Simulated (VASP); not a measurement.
Here is a VASP 6.6.1 calculation.

Contents of INCAR:

```
SYSTEM = CdSe
ALGO = Normal ; EDIFF = 1E-7
ENCUT = 520 ; GGA = PE
ISIF = 2 ; ISMEAR = 0
LASPH = .True. ; LCHARG = .False.
LREAL = .False. ; LWAVE = .False.
NBANDS = 16 ; NELM = 100
PREC = Accurate ; SIGMA = 0.02
```

The input KPOINTS:

```
k-points
0
Gamma
  12 12 12
  0 0 0
```

POSCAR

```
CdSe
1.0
   -2.2126865551      2.2126865551      3.1258359926
    2.2126865551     -2.2126865551      3.1258359926
    2.2126865551      2.2126865551     -3.1258359926
Cd Se
1 1
Direct
    0.0000000000      0.0000000000      0.0000000000
    0.2500000000      0.7500000000      0.5000000000
```

Potentials or basis: VASP PAW PBE potentials, release 64 (Cd, Se).

The run is started by

```sh
$ cat potpaw_PBE.64/Cd/POTCAR potpaw_PBE.64/Se/POTCAR > POTCAR
$ mpirun -np 1 vasp_std > vasp.out
```

**Question.** Estimate the band gap on the k mesh.

**Answer.** 0.43 eV, direct.

**Question.** Estimate the pressure.

**Answer.** -1.0 GPa.
